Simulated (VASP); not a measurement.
A run of VASP 6.6.1 is set up as follows.

Contents of INCAR:

```
  PREC = Accurate
  ENCUT = 520
  EDIFF = 1E-6
  ISMEAR = -1
  SIGMA = 0.05
  LREAL = False
  LASPH = True
  NELM = 80
  ALGO = Fast
  ISIF = 2
  LWAVE = False
  LCHARG = False
  GGA = PS
  NBANDS = 26
```

The input KPOINTS:

```
regular mesh
0
Gamma
  9 9 9
```

File POSCAR:

```
In
1.0
    1.6470713907      0.9509371108      8.0965379867
   -1.6470713907      0.9509371108      8.0965379867
    0.0000000000     -1.9018742216      8.0965379867
In
3
Direct
    0.2219877600      0.2219877600      0.2219877600
    0.7780122400      0.7780122400      0.7780122400
    0.0000000000      0.0000000000      0.0000000000
```

Potentials or basis: VASP PAW PBE potentials, release 64 (In_d).

Launch:

```console
$ cat potpaw_PBE.64/In_d/POTCAR > POTCAR
$ mpirun -np 1 vasp_std > vasp.out
```

(1) Estimate the pressure.

(2) What does it give for the largest force?

Results:

(1) 0.5 GPa.

(2) 0.010 eV/Å.

Caveat: the PAW data sets were made with another functional, which shifts forces and pressure a little.
